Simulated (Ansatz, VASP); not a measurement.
# One calculation of Sb3As2, two programs

Contents of INCAR:

```
SYSTEM = Sb3As2
PREC = Accurate ; ENCUT = 600
EDIFF = 1E-6 ; ISMEAR = 0
SIGMA = 0.1 ; LREAL = .False.
LASPH = .True. ; NELM = 80
ALGO = Normal ; ISIF = 3
LWAVE = .False. ; LCHARG = .False.
GGA = PE ; IBRION = 2
NSW = 90 ; EDIFFG = -0.04
```

The input KPOINTS:

```
Automatic mesh
0
Gamma
  3 3 3
  0 0 0
```

The input POSCAR:

```
Sb3As2
1.0
    3.4321732093      1.9815661263      6.2470706525
   -3.4321732093      1.9815661263      6.2470706525
    0.0000000000     -3.9631322527      6.2470706525
Sb As
6 4
Direct
    0.0562500000      0.4437500000      0.7500000000
    0.7500000000      0.0562500000      0.4437500000
    0.4437500000      0.7500000000      0.0562500000
    0.9437500000      0.5562500000      0.2500000000
    0.2500000000      0.9437500000      0.5562500000
    0.5562500000      0.2500000000      0.9437500000
    0.8521800000      0.8521800000      0.8521800000
    0.6478200000      0.6478200000      0.6478200000
    0.1478200000      0.1478200000      0.1478200000
    0.3521800000      0.3521800000      0.3521800000
```

Input for Ansatz:

```yaml
crystal:
  lattice:
    - [3.4321732093, 1.9815661263, 6.2470706525]
    - [-3.4321732093, 1.9815661263, 6.2470706525]
    - [0.0, -3.9631322527, 6.2470706525]
  atoms:
    - { symbol: Sb, position: [0.05625, 0.44375, 0.75] }
    - { symbol: Sb, position: [0.75, 0.05625, 0.44375] }
    - { symbol: Sb, position: [0.44375, 0.75, 0.05625] }
    - { symbol: Sb, position: [0.94375, 0.55625, 0.25] }
    - { symbol: Sb, position: [0.25, 0.94375, 0.55625] }
    - { symbol: Sb, position: [0.55625, 0.25, 0.94375] }
    - { symbol: As, position: [0.85218, 0.85218, 0.85218] }
    - { symbol: As, position: [0.64782, 0.64782, 0.64782] }
    - { symbol: As, position: [0.14782, 0.14782, 0.14782] }
    - { symbol: As, position: [0.35218, 0.35218, 0.35218] }
basis:
  ecutwfc: 420
kpoints:
  mp_grid: { grid: [3, 3, 3] }
hamiltonian:
  xc: pbe
scf:
  occupations: { method: gaussian, width: 0.1 }
  lower_state_search: "off"
output:
  forces: true
  stress: true
  eigenvalues: true
relax:
  adjacent_minimum: "off"
  f_tol: 0.04
  max_steps: 70
  cell: { stress_tol: 0.4 }
```

Alike in both runs: task relaxation of cell and atoms; functional PBE; k mesh 3 × 3 × 3; occupations gaussian, width 0.1 eV; no spin polarisation.

|  | VASP | Ansatz |
| --- | --- | --- |
| version | VASP 6.6.1 | Ansatz 0.2.0 |
| potentials or method | VASP PAW PBE potentials, release 64 (Sb, As), cutoff 600 eV | scalar-relativistic, plane waves, PAW |
| valence electrons in the cell | 50 | 150 |

Ansatz gave:

```
gap on the k mesh at the Fermi level, each at its own relaxed structure (eV) : none
relaxed volume (Å³/atom)                                                     : 29.25
relaxed cell length with the largest relative difference (Å)                 : 7.490
```

Task: Estimate VASP's values.

Result: gap on the k mesh at the Fermi level, each at its own relaxed structure (eV): none; relaxed volume (Å³/atom): 29.03; relaxed cell length with the largest relative difference (Å): 7.463.

A gap of «none» marks a metal or a gap that the smearing closes. VASP's potentials hold 50 valence electrons a cell and Ansatz's 150, so a difference there can come from the potentials and not from the codes.

The k mesh is coarse, so the values compare programs but aren't converged. Spin-orbit coupling is off throughout.
